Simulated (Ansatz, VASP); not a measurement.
## One calculation of C, two programs

INCAR

```
PREC = Accurate
ENCUT = 910
EDIFF = 1E-6
ISMEAR = -1
SIGMA = 0.05
LREAL = F
LASPH = T
NELM = 120
ALGO = Normal
ISIF = 2
LWAVE = F
LCHARG = T
GGA = PS
LELF = T
LVHAR = T
NBANDS = 11
GGA_COMPAT = F
```

Contents of KPOINTS:

```
regular mesh
0
Gamma
  13 13 13
```

The input POSCAR:

```
C
1.0
    0.0000000000      1.7833700000      1.7833700000
    1.7833700000      0.0000000000      1.7833700000
    1.7833700000      1.7833700000      0.0000000000
C
2
Direct
    0.7477760000      0.7530630000      0.7541630000
    0.4892810000      0.4986030000      0.4935990000
```

input.yaml

```yaml
crystal:
  lattice:
    - [0.0, 1.78337, 1.78337]
    - [1.78337, 0.0, 1.78337]
    - [1.78337, 1.78337, 0.0]
  atoms:
    - { symbol: C, position: [0.747776, 0.753063, 0.754163] }
    - { symbol: C, position: [0.489281, 0.498603, 0.493599] }
hamiltonian:
  xc: pbesol
  pseudopotentials: { kind: paw }
kpoints:
  mp_grid: { grid: [13, 13, 13] }
scf:
  occupations: { method: fermi_dirac, width: 0.05 }
output:
  forces: true
  stress: true
  eigenvalues: true
  write_density: true
  write_potential: true
  elf: true
  volumetric_format: npy
```

Change from the starting cell: atoms moved at random, drawn with an rms of 0.05 Å.

Alike in both runs: task single point; functional PBEsol; k mesh 13 × 13 × 13; occupations fermi-dirac, width 0.05 eV; no spin polarisation.

```csv
,VASP,Ansatz
version,VASP 6.6.1,Ansatz 0.2.0
potentials or method,"VASP PAW PBE potentials, release 64 (C_h)",Ansatz PAW
plane-wave cutoff (eV),910,420
valence electrons in the cell,8,8
```

|  | VASP | Ansatz | Ansatz less VASP |
| --- | --- | --- | --- |
| gap on the k mesh at the Fermi level (eV) | 3.11 | 3.11 | +0.001 |
| least direct gap on the mesh (eV) | 3.94 | 3.94 | -0.006 |
| rms of the force components (eV/Å) | 0.956 | 0.954 | -0.0014 |

VASP's potentials were made for PBE, not for PBEsol. Atom by atom the forces differ by 0.001 eV/Å (rms over components).

Noted on VASP's run: the cutoff is short for stress, so the pressure is rough. Noted on Ansatz's run: Pulay correction over one GPa; odd divisions of the mesh miss points on the zone boundary, where band edges often lie, so the gap on the mesh can be too wide.
